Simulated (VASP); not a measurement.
A run of VASP 6.6.1:

File INCAR:

```
SYSTEM = Nd2H3
ALGO = Normal ; EDIFF = 1E-7
EDIFFG = -0.025 ; ENCUT = 500
GGA = PE ; GGA_COMPAT = .False.
IBRION = 2 ; ISIF = 3
ISMEAR = 0 ; LASPH = .True.
LCHARG = .False. ; LMAXMIX = 6
LREAL = .False. ; LWAVE = .False.
NELM = 200 ; NELMIN = 4
NSW = 80 ; PREC = Accurate
SIGMA = 0.2
```

Contents of KPOINTS:

```
k-points
0
Gamma
  6 6 2
  0 0 0
```

POSCAR

```
Nd2H3
1.0
    2.3185934798     -2.9336564148     -0.0310381133
    2.2867417234      2.9082693414      0.1038404051
    0.1839399378      0.2716145456     11.7602484961
Nd H
4 6
Direct
    0.4560044625      0.5364272341      0.0481905027
    0.5218804103      0.4326975040      0.5290190240
    0.9794131423      0.0407536370      0.2997944468
    0.0319342311      0.9968868931      0.7876329625
    0.0726378851      0.9424348121      0.9891695209
    0.9072100495      0.0665375977      0.4862176828
    0.5125642619      0.0519398338      0.1593155944
    0.5251977614      0.9520532037      0.6672432910
    0.9693955209      0.4845679848      0.1623845119
    0.0237622748      0.4957012997      0.6520325830
```

Potentials or basis: VASP PAW PBE potentials, release 64 (Nd_3, H), 4f in core.

Run with:

```console
$ cat potpaw_PBE.64/Nd_3/POTCAR potpaw_PBE.64/H/POTCAR > POTCAR
$ mpirun -np 1 vasp_std > vasp.out
```

Hardware: 1 thread of AMD EPYC 7R13 Processor (Zen 3), on a shared host.

**Question.** Estimate the wall time of this run.

**Answer.** It took 32 min on 1 thread of AMD EPYC 7R13 Processor (Zen 3), on a shared host, peak memory 0.33 GiB. Counts: scf iterations 173, k points 40, ion steps 16.
